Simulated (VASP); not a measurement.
# NaF (I4/mmm) in VASP: notebook

The runs below take NaF through single point, with HSE06.

Program: VASP 6.6.1. These are calculated values, not measurements. Logs are shortened: lines on timing, memory, paths and dates and some standing lists are left out, and cuts for length are marked.

## (1) The cell of the first run

Symmetry: I4/mmm, No. 139, tetragonal system. The conventional cell has a = 3.249 Å, b = 3.249 Å, c = 4.457 Å, α = 90.00°, β = 90.00°, γ = 90.00°. Na (site symmetry 4/mmm) has 6 F at 2.23 to 2.30 Å within 2.9 Å. Within 2.9 Å of F (site symmetry 4/mmm) lie 6 Na at 2.23 to 2.30 Å.

## (2) Single point, HSE06 (uniaxial x strain -3.0%)

Input file POSCAR:

```
NaF
1.0
    0.0000000000      2.2971680800      2.2971680800
    2.2282530376      0.0000000000      2.2971680800
    2.2282530376      2.2971680800      0.0000000000
Na F
1 1
Direct
    0.0000000000      0.0000000000      0.0000000000
    0.5000000000      0.5000000000      0.5000000000
```

Input file INCAR.step1:

```
  ALGO = Normal
  EDIFF = 1E-5
  ENCUT = 520
  GGA = PE
  ISIF = 2
  ISMEAR = 0
  LASPH = T
  LCHARG = F
  LREAL = F
  LWAVE = T
  NBANDS = 14
  NELM = 60
  PREC = Accurate
  SIGMA = 0.01
```

Input file INCAR.step2:

```
  ALGO = Normal
  EDIFF = 1E-6
  ENCUT = 520
  GGA = PE
  HFSCREEN = 0.2079
  ISIF = 2
  ISMEAR = 0
  ISTART = 1
  LASPH = T
  LCHARG = F
  LHFCALC = T
  LREAL = F
  LWAVE = F
  NBANDS = 14
  NELM = 60
  PREC = Accurate
  PRECFOCK = Normal
  SIGMA = 0.01
```

Input file KPOINTS:

```
k-points
0
Gamma
  6 6 6
```

Potentials or basis: VASP PAW PBE potentials, release 64 (Na_pv, F).

On the command line:

```bash
> cat potpaw_PBE.64/Na_pv/POTCAR potpaw_PBE.64/F/POTCAR > POTCAR
> cp INCAR.step1 INCAR
> mpirun -np 1 vasp_std > vasp.out
> cp INCAR.step2 INCAR
> mpirun -np 1 vasp_std > vasp.out
```

OUTCAR:

```text
EDIFF = 1E-6
   ENCUT = 520
   GGA = PE
   HFSCREEN = 0.2079
   ISIF = 2
   ISMEAR = 0
   ISTART = 1
   LASPH = T
   LHFCALC = T
   LREAL = F
   NELM = 60
   PREC = Accurate
   PRECFOCK = Normal

 ion  position               nearest neighbor table
   1  0.000  0.000  0.000-   2 2.23   2 2.23   2 2.30   2 2.30   2 2.30   2 2.30
   2  0.500  0.500  0.500-   1 2.23   1 2.23   1 2.30   1 2.30   1 2.30   1 2.30

  LATTYP: Found a body centered tetragonal cell.
 ALAT       =     3.2486862538
 C/A-ratio  =     1.3717871555

  Lattice vectors:

 A1 = (  -2.2282530376,   0.0000000000,  -2.2971680800)
 A2 = (  -2.2282530376,   0.0000000000,   2.2971680800)
 A3 = (   2.2282530376,   2.2971680800,   0.0000000000)

Analysis of symmetry for initial positions (statically):
=====================================================================
 Subroutine PRICEL returns:
 Original cell was already a primitive cell.

 Routine SETGRP: Setting up the symmetry group for a
 body centered tetragonal supercell.

 Subroutine GETGRP returns: Found 16 space group operations
 (whereof 16 operations were pure point group operations)
 out of a pool of 16 trial point group operations.

The static configuration has the point symmetry D_4h.

Analysis of symmetry for dynamics (positions and initial velocities):
=====================================================================
 Subroutine PRICEL returns:
 Original cell was already a primitive cell.

 Routine SETGRP: Setting up the symmetry group for a
 body centered tetragonal supercell.

 Subroutine GETGRP returns: Found 16 space group operations
 (whereof 16 operations were pure point group operations)
 out of a pool of 16 trial point group operations.

The dynamic configuration has the point symmetry D_4h.

 Subroutine INISYM returns: Found 16 space group operations
 (whereof 16 operations are pure point group operations),
 and found     1 'primitive' translations

----------------------------------------------------------------------------------------

                                     Primitive cell

  volume of cell :      23.5169

  direct lattice vectors                    reciprocal lattice vectors
     0.000000000  2.297168080  2.297168080    -0.224391033  0.217659302  0.217659302
     2.228253038  0.000000000  2.297168080     0.224391033 -0.217659302  0.217659302
     2.228253038  2.297168080  0.000000000     0.224391033  0.217659302 -0.217659302
[... 96 lines left out ...]
   NUPDOWN=      -1.0000    fix difference up-down
   EMIN   =  10.00;   EMAX   =-10.00  energy-range for DOS
   EFERMI =   0.00;   METHOD = LEGACY
   ISMEAR =     0;   SIGMA  =   0.01  broadening in eV -4-tet -1-fermi 0-gaus
   EFERMI_NEDOS =   21; number of points for ismear=-14 and -15
   IALGO  =     38    algorithm
   IMIX   =      1    mixing-type and parameters
     AMIX     =   0.40;   BMIX     =  1.00
     AMIX_MAG =   1.60;   BMIX_MAG =  1.00
  volume/ion in A,a.u.               =      11.76        79.35
  Fermi-wavevector in a.u.,A,eV,Ry     =   1.377180  2.602494 25.805161  1.896626
  Thomas-Fermi vector in A             =   2.502357
   LORBIT       =      0    0 simple, 1 ext, 2 COOP (PROOUT), +10 PAW based schemes
   GGA     = PE    functional components
   LHFCALC =     T    Hartree Fock is set to
   PRECFOCK=normal    Normal, Fast or Accurate (Low or Medium for compatibility)
   ENCUT4O =  -1.0   cutoff for four orbital integrals eV
   NKREDX  =     1    reduce k-point grid by
   NKREDY  =     1    reduce k-point grid by
   NKREDZ  =     1    reduce k-point grid by
   AEXX    =    0.2500 exact exchange contribution
   HFSCREEN=    0.2079 screening length (either q_TF or 0.3 A-1)
   HFSCREENC=   0.2079 screening length for correlation (either q_TF or 0.3 A-1)
   ENCUTFOCK=  -1.0 apply spherical cutoff to Coloumb kernel
   IVDW    =     0    specifies the selected vdW correction
   LEPSILON=     F    determine dielectric tensor
   LRPA    =     F    only Hartree local field effects (RPA)
 non-spin polarized calculation
 Gauss-broadening in eV      SIGMA  =   0.01
  energy-cutoff  :      520.00
  volume of cell :       23.52
 maximum number of plane-waves:       644
  NGX = 20; NGY = 18; NGZ = 18

 number of electron      14.0000004 magnetization

 Free energy of the ion-electron system (eV)
  ---------------------------------------------------
  ext. energy  EPLUGINS =         0.00000000
  ---------------------------------------------------
  free energy    TOTEN  =       -10.29044792 eV

  energy without entropy =      -10.29044792  energy(sigma->0) =      -10.29044792

 E-fermi :  -3.4463     XC(G=0):  -7.7200

 val. band max:       -3.5242223927   @ k =   0.0000   0.0000   0.0000
 cond. band min:       5.2647552100   @ k =   0.0000   0.0000   0.0000
 fundamental gap:      8.7889776026
 Fermi energy:        -3.4462677313

 k-point     1 :       0.0000    0.0000    0.0000
  band No.  band energies     occupation
      1     -24.3584      2.00000
      2     -23.7168      2.00000
      3     -23.7168      2.00000
      4     -23.7118      2.00000
      5      -3.5299      2.00000
      6      -3.5242      2.00000
      7      -3.5242      2.00000
      8       5.2648      0.00000
      9      18.2120      0.00000
     10      18.2120      0.00000
     11      18.4222      0.00000
     12      21.0139      0.00000
     13      23.2453      0.00000
     14      24.2004      0.00000
[... 377 lines left out ...]
      1     -24.6473      2.00000
      2     -23.8007      2.00000
      3     -23.7774      2.00000
      4     -23.1841      2.00000
      5      -4.7891      2.00000
      6      -4.3365      2.00000
      7      -4.0137      2.00000
      8      11.5460      0.00000
      9      12.1492      0.00000
     10      15.6411      0.00000
     11      17.7728      0.00000
     12      22.6268      0.00000
     13      23.4492      0.00000
     14      28.1308      0.00000

 [... further k-points ...]
[... 5 lines left out ...]
  --------------------------------------------------------------------------------------
  -------------------------------------------------------------------------------------
  Total        0.8915669      0.3609558      0.3609558      0.0000000      0.0000000     -0.0000000
  in kB       60.7413547     24.5914707     24.5914707      0.0000000      0.0000000     -0.0000000
  external PRESSURE =      36.6414320 kB  Pullay stress =       0.0000000 kB

 VOLUME and BASIS-vectors are now :
 -----------------------------------------------------------------------------
  energy-cutoff  :      520.00
  volume of cell :       23.52
      direct lattice vectors                 reciprocal lattice vectors
     0.000000000  2.297168080  2.297168080    -0.224391033  0.217659302  0.217659302
     2.228253038  0.000000000  2.297168080     0.224391033 -0.217659302  0.217659302
     2.228253038  2.297168080  0.000000000     0.224391033  0.217659302 -0.217659302

 POSITION                                       TOTAL-FORCE (eV/Angst)
 -----------------------------------------------------------------------------------
      0.00000      0.00000      0.00000        -0.000000      0.000000      0.000000
      2.22825      2.29717      2.29717         0.000000      0.000000      0.000000
 -----------------------------------------------------------------------------------
    total drift:                               -0.000002      0.000000     -0.000000

  FREE ENERGIE OF THE ION-ELECTRON SYSTEM (eV)
  ---------------------------------------------------
  free  energy   TOTEN  =       -10.2904479214 eV

  energy  without entropy=      -10.2904479214  energy(sigma->0) =      -10.29044792
```

OSZICAR.step1:

```text
N       E                     dE             d eps       ncg     rms          rms(c)
DAV:   1     0.110704239259E+03    0.11070E+03   -0.77849E+03   852   0.125E+03
DAV:   2    -0.406163661602E+01   -0.11477E+03   -0.10694E+03   954   0.348E+02
DAV:   3    -0.937349312644E+01   -0.53119E+01   -0.53028E+01  1026   0.683E+01
DAV:   4    -0.941403812025E+01   -0.40545E-01   -0.40543E-01   966   0.650E+00
DAV:   5    -0.941443610441E+01   -0.39798E-03   -0.39798E-03  1038   0.640E-01    0.544E+00
DAV:   6    -0.852936026280E+01    0.88508E+00   -0.29991E+00  1044   0.153E+01    0.177E+00
DAV:   7    -0.852053184785E+01    0.88284E-02   -0.29454E-02   840   0.204E+00    0.105E+00
DAV:   8    -0.852190738940E+01   -0.13755E-02   -0.26617E-02   900   0.308E+00    0.144E-01
DAV:   9    -0.852241223743E+01   -0.50485E-03   -0.37729E-03  1086   0.592E-01    0.106E-01
DAV:  10    -0.852234640718E+01    0.65830E-04   -0.64641E-04   900   0.319E-01    0.164E-02
DAV:  11    -0.852235347700E+01   -0.70698E-05   -0.20842E-05   960   0.514E-02
   1 F= -.85223535E+01 E0= -.85223535E+01  d E =-.114871-108
```

Run time: 19 min. Hardware: 1 thread of Intel Xeon Platinum 8488C (Sapphire Rapids), shared host; peak memory 0.24 GiB.

Results:

```yaml
Free_energy: -10.2904 eV
Pressure: 3.7 GPa
Band_gap_on_the_k_mesh: 8.79 eV
```

Levels at points of the mesh, in eV from the valence-band top:
| k point | band 5 | band 6 | band 7 | band 8 | band 9 | band 10 |
| --- | --- | --- | --- | --- | --- | --- |
| (0.00, 0.00, 0.00) | -0.01 | 0.00 | 0.00 | 8.79 | 21.74 | 21.74 |
| (0.50, 0.00, 0.00) | -1.76 | -0.31 | -0.29 | 13.37 | 15.36 | 22.91 |
| (0.50, 0.50, 0.00) | -1.43 | -0.47 | -0.42 | 15.82 | 15.88 | 16.55 |
| (0.00, 0.50, 0.50) | -1.38 | -0.50 | -0.50 | 15.49 | 16.31 | 16.65 |

Caveat: the cell differs from its parent crystal (uniaxial x strain -3.0%); the cell stands under pressure; the PAW data sets were made with another functional, which shifts forces and pressure a little.

## (3) Single point, HSE06 (uniaxial z strain -0.5%)

Input file POSCAR:

```
NaF
1.0
    0.0000000000      2.2971680800      2.2856822396
    2.2971680800      0.0000000000      2.2856822396
    2.2971680800      2.2971680800      0.0000000000
Na F
1 1
Direct
    0.0000000000      0.0000000000      0.0000000000
    0.5000000000      0.5000000000      0.5000000000
```

Input file INCAR.step1:

```
  PREC = Accurate
  ENCUT = 520
  EDIFF = 1E-5
  ISMEAR = 0
  SIGMA = 0.01
  LREAL = False
  LASPH = True
  NELM = 60
  ALGO = Normal
  ISIF = 2
  LWAVE = True
  LCHARG = False
  GGA = PE
  NBANDS = 14
```

Input file INCAR.step2:

```
  PREC = Accurate
  ENCUT = 520
  EDIFF = 1E-6
  ISMEAR = 0
  SIGMA = 0.01
  LREAL = False
  LASPH = True
  NELM = 60
  ALGO = Normal
  ISIF = 2
  LWAVE = False
  LCHARG = False
  GGA = PE
  LHFCALC = True
  HFSCREEN = 0.2079
  PRECFOCK = Normal
  ISTART = 1
  NBANDS = 14
```

Input file KPOINTS:

```
regular mesh
0
Gamma
  6 6 6
```

Potentials or basis: VASP PAW PBE potentials, release 64 (Na_pv, F).

On the command line:

```bash
> cat potpaw_PBE.64/Na_pv/POTCAR potpaw_PBE.64/F/POTCAR > POTCAR
> cp INCAR.step1 INCAR
> mpirun -np 1 vasp_std > vasp.out
> cp INCAR.step2 INCAR
> mpirun -np 1 vasp_std > vasp.out
```

Run time: 50 min. Hardware: 1 thread of Intel Xeon 8259CL, shared host; peak memory 0.21 GiB.

The run converged. Its results:

```yaml
Free_energy: -10.3067 eV
Pressure: 1.9 GPa
Band_gap_on_the_k_mesh: 8.63 eV
```

Stress tensor (GPa, compression positive):
```
1.77 0.00 0.00
0.00 1.77 0.00
0.00 0.00 2.26
```

Levels at points of the mesh, in eV from the valence-band top:
```csv
k point,band 5,band 6,band 7,band 8,band 9,band 10
"(0.00, 0.00, 0.00)",0.00,0.00,0.00,8.63,21.59,21.59
"(0.50, 0.00, 0.00)",-1.69,-0.29,-0.28,13.20,15.12,22.86
"(0.50, 0.50, 0.00)",-1.37,-0.45,-0.45,15.57,15.84,16.32
"(0.50, 0.00, 0.50)",-1.38,-0.45,-0.44,15.62,15.76,16.30
```

Caveat: the cell differs from its parent crystal (uniaxial z strain -0.5%); the PAW data sets were made with another functional, which shifts forces and pressure a little.
